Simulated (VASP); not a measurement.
CdS:

```
Cd S
1.0
     0.00000    2.75324    2.75324
     2.75324    0.00000    2.75324
     2.75324    2.75324    0.00000
Cd S
1 1
Cartesian
  0.0000 0.0000 0.0000
  2.7532 2.7532 2.7532
```

| Property | Result |
| --- | --- |
| Program | VASP 6.6.1 |
| Task | relaxation of cell and atoms |
| Functional | PBE |
| Dispersion | D3(BJ) |
| Potentials or basis | VASP PAW PBE potentials, release 64 (Cd_sv_GW, S) |
| Cutoff | 630 eV |
| k mesh | 12 × 12 × 12 |
| Occupations | gaussian, width 0.01 eV |
| Spin | no spin polarisation |

At the start: pressure -3.5 GPa; volume 20.87 Å³/atom.

**Question.** How do energy, volume and symmetry change on relaxing?

**Answer.** Over 3 steps the energy falls by 11.2 meV/atom and the volume is 19.90 Å³/atom (-4.7 %); space group Fm-3m (No. 225, to 0.1 Å) before and after.

Step by step:
| step | energy change (eV) | largest force (eV/Å) | pressure (GPa) | volume (Å³) |
| --- | --- | --- | --- | --- |
| 1 | 0.0000 | 0.0000 | -3.54 | 41.74 |
| 2 | -0.0183 | 0.0000 | 1.71 | 39.02 |
| 3 | -0.0224 | 0.0000 | 0.00 | 39.80 |

Final structure:
```yaml
crystal:
  lattice:
    - [0.00000, 2.70980, 2.70980]
    - [2.70980, 0.00000, 2.70980]
    - [2.70980, 2.70980, 0.00000]
  atoms:
    - { symbol: Cd, position: [0.00000, 0.00000, 0.00000] }
    - { symbol: S, position: [0.50000, 0.50000, 0.50000] }
```
